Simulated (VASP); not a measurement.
Input of a VASP 6.6.1 run:

Contents of INCAR:

```
SYSTEM = CsPbCl3
PREC = Accurate
ENCUT = 520
EDIFF = 1E-6
ISMEAR = 0
SIGMA = 0.05
LREAL = .False.
LASPH = .True.
NELM = 100
ALGO = Normal
ISIF = 2
LWAVE = .False.
LCHARG = .False.
GGA = PS
NBANDS = 30
```

Contents of KPOINTS:

```
regular mesh
0
Gamma
  6 6 6
  0 0 0
```

File POSCAR:

```
CsPbCl3
1.0
    5.4648750000      0.0000000000      0.0000000000
    0.0000000000      5.4648750000      0.0000000000
    0.0000000000      0.0000000000      5.6050000000
Cs Pb Cl
1 1 3
Direct
    0.0000000000      0.0000000000      0.0000000000
    0.5000000000      0.5000000000      0.5000000000
    0.0000000000      0.5000000000      0.5000000000
    0.5000000000      0.0000000000      0.5000000000
    0.5000000000      0.5000000000      0.0000000000
```

Potentials or basis: VASP PAW PBE potentials, release 64 (Cs_sv, Pb_d, Cl).

Launch:

```sh
$ cat potpaw_PBE.64/Cs_sv/POTCAR potpaw_PBE.64/Pb_d/POTCAR potpaw_PBE.64/Cl/POTCAR > POTCAR
$ mpirun -np 1 vasp_std > vasp.out
```

Problem. Predict the pressure.

Solution. 1.7 GPa.

Problem. Estimate the band gap on the k mesh.

Solution. 1.42 eV, direct.

Stress tensor (GPa, compression positive):
```
2.21 0.00 0.00
0.00 2.21 0.00
0.00 0.00 0.61
```

Caveat: the cell differs from its parent crystal (strain -0.025 along x and y, +0.000 along z); the PAW data sets were made with another functional, which shifts forces and pressure a little; spin-orbit coupling is left out, which moves the levels of the heavy elements. A k mesh can miss the band edges.
